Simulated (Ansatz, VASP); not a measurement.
# One calculation of In4Ru, two programs

```xyz
5
Lattice="-3.1369 3.1369 3.1369 3.1369 -3.1369 3.1369 3.1369 3.1369 -3.1369" Properties=species:S:1:pos:R:3 pbc="T T T"
In    1.5684    1.5684    1.5684
In    1.5684    1.5684   -1.5684
In   -1.5684    1.5684    1.5684
In    1.5684   -1.5684    1.5684
Ru    0.0000    0.0000    0.0000
```

Alike in both runs: functional PBE; k mesh 8 × 8 × 8; occupations gaussian, width 0.1 eV; no spin polarisation.

Ansatz relaxed the structure, and its values are those at the end. VASP's run is a single point on that final structure, the one shown.

|  | VASP | Ansatz |
| --- | --- | --- |
| version | VASP 6.6.1 | Ansatz 0.2.0 |
| potentials or method | VASP PAW PBE potentials, release 64 (In_d, Ru_pv), cutoff 520 eV | scalar-relativistic, plane waves, PAW |
| valence electrons in the cell | 66 | 68 |

```tsv
	VASP	Ansatz	Ansatz less VASP
gap on the k mesh at the Fermi level (eV)	none	none	-
pressure (GPa)	0.0	0.0	0.00
```

A gap of «none» marks a metal or a gap that the smearing closes. VASP's potentials hold 66 valence electrons a cell and Ansatz's 68, so a difference there can come from the potentials and not from the codes.
